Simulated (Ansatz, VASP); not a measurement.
# Cs in VASP and in Ansatz

The input INCAR:

```
SYSTEM = Cs
  PREC = Accurate
  ENCUT = 520
  EDIFF = 1E-7
  ISMEAR = 1
  SIGMA = 0.2
  LREAL = .False.
  LASPH = .True.
  NELM = 80
  ALGO = Normal
  ISIF = 2
  LWAVE = .False.
  LCHARG = .True.
  GGA = PE
  LELF = .True.
  LVHAR = .True.
  NBANDS = 10
```

Contents of KPOINTS:

```
regular mesh
0
Gamma
  7 7 7
  0 0 0
```

POSCAR

```
Cs
1.0
   -3.0771709509      3.0771709509      3.0771709509
    3.0771709509     -3.0771709509      3.0771709509
    3.0771709509      3.0771709509     -3.0771709509
Cs
1
Direct
    0.0000000000      0.0000000000      0.0000000000
```

Input for Ansatz:

```yaml
crystal:
  lattice:
    - [-3.0771709509, 3.0771709509, 3.0771709509]
    - [3.0771709509, -3.0771709509, 3.0771709509]
    - [3.0771709509, 3.0771709509, -3.0771709509]
  atoms:
    - { symbol: Cs, position: [0.0, 0.0, 0.0] }
hamiltonian:
  xc: pbe
  pseudopotentials:
    kind: paw
    azcp:
      Cs: "pseudopotentials/Cs.paw.azcp"
basis:
  ecutwfc: 420
  fft_grid_basis: typed
kpoints:
  mp_grid: { grid: [7, 7, 7], shift: [0, 0, 0] }
magnetization:
  spin_polarized: false
scf:
  occupations: { method: methfessel_paxton, width: 0.2 }
  lower_state_search: "off"
output:
  stress: true
```

Alike in both runs: task single point; functional PBE; k mesh 7 × 7 × 7; occupations methfessel-paxton of order 1, width 0.2 eV; no spin polarisation.

|  | VASP | Ansatz |
| --- | --- | --- |
| version | VASP 6.6.1 | Ansatz 0.2.0 |
| potentials or method | VASP PAW PBE potentials, release 64 (Cs_sv), cutoff 520 eV | plane waves (420 eV) with PAW, scalar-relativistic |
| valence electrons in the cell | 9 | 9 |

|  | VASP | Ansatz | Ansatz less VASP |
| --- | --- | --- | --- |
| pressure (GPa) | 0.0 | 0.0 | +0.01 |

With one functional, cell and mesh, what is left measures potentials, basis and numerics.

Spin-orbit coupling is off throughout.
